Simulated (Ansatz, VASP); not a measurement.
## LiCl: VASP beside Ansatz

Contents of POSCAR:

```
LiCl
1.0
    0.0000000000      2.6929980000      2.5647600000
    2.6929980000      0.0000000000      2.5647600000
    2.6929980000      2.6929980000      0.0000000000
Li Cl
1 1
Direct
    0.0000000000      0.0000000000      0.0000000000
    0.5000000000      0.5000000000      0.5000000000
```

The input INCAR.step1:

```
PREC     = Accurate       # precision mode
ENCUT    = 520            # plane-wave cutoff, eV
ISMEAR   = 0              # smearing method
SIGMA    = 0.05           # smearing width, eV
LREAL    = F              # projectors in reciprocal space
LASPH    = T              # aspherical terms in the spheres
NELM     = 100            # most SCF steps
NBANDS   = 12             # bands
GGA      = PE             # functional
ALGO     = Normal         # electronic algorithm
EDIFF    = 1E-4           # SCF threshold, eV
LWAVE    = T              # write WAVECAR
LCHARG   = F              # write CHGCAR
```

The input INCAR.step2:

```
PREC     = Accurate       # precision mode
ENCUT    = 520            # plane-wave cutoff, eV
EDIFF    = 1E-6           # SCF threshold, eV
ISMEAR   = 0              # smearing method
SIGMA    = 0.05           # smearing width, eV
LREAL    = F              # projectors in reciprocal space
LASPH    = T              # aspherical terms in the spheres
NELM     = 100            # most SCF steps
ALGO     = Normal         # electronic algorithm
ISIF     = 2              # what is computed and relaxed
LWAVE    = F              # write WAVECAR
LCHARG   = T              # write CHGCAR
METAGGA  = R2SCAN         # meta-GGA
LMIXTAU  = T            
LELF     = T              # ELF
LVHAR    = T            
NBANDS   = 12             # bands
ISTART   = 1
```

Contents of KPOINTS:

```
regular mesh
0
Gamma
  8 8 8
```

Input for Ansatz:

```yaml
crystal:
  lattice:
    - [0.0, 2.692998, 2.56476]
    - [2.692998, 0.0, 2.56476]
    - [2.692998, 2.692998, 0.0]
  atoms:
    - { symbol: Li, position: [0.0, 0.0, 0.0] }
    - { symbol: Cl, position: [0.5, 0.5, 0.5] }
basis:
  ecutwfc: 500
kpoints:
  mp_grid: { grid: [8, 8, 8] }
hamiltonian:
  xc: r2scan
scf:
  occupations: { method: gaussian, width: 0.05 }
output:
  forces: true
  stress: true
  eigenvalues: true
```

Change from the starting cell: strain +0.050 along x and y, +0.000 along z, atoms carried along.

Alike in both runs: task single point; functional r2SCAN; k mesh 8 × 8 × 8; occupations gaussian, width 0.05 eV; no spin polarisation.

|  | VASP | Ansatz |
| --- | --- | --- |
| version | VASP 6.6.1 | Ansatz 0.2.0 |
| potentials or method | VASP PAW PBE potentials, release 64 (Li_sv, Cl), cutoff 520 eV | scalar-relativistic, plane waves, PAW |
| valence electrons in the cell | 10 | 10 |

```tsv
	VASP	Ansatz	Ansatz less VASP
gap on the k mesh at the Fermi level (eV)	6.71	6.62	-0.087
least direct gap on the mesh (eV)	6.71	6.62	-0.087
```

VASP's potentials were made for PBE, not for r2SCAN. The functional is the same, so the differences come from potentials, cutoffs and numerics.

Noted on VASP's run: the cutoff is short for stress, so the pressure is rough.
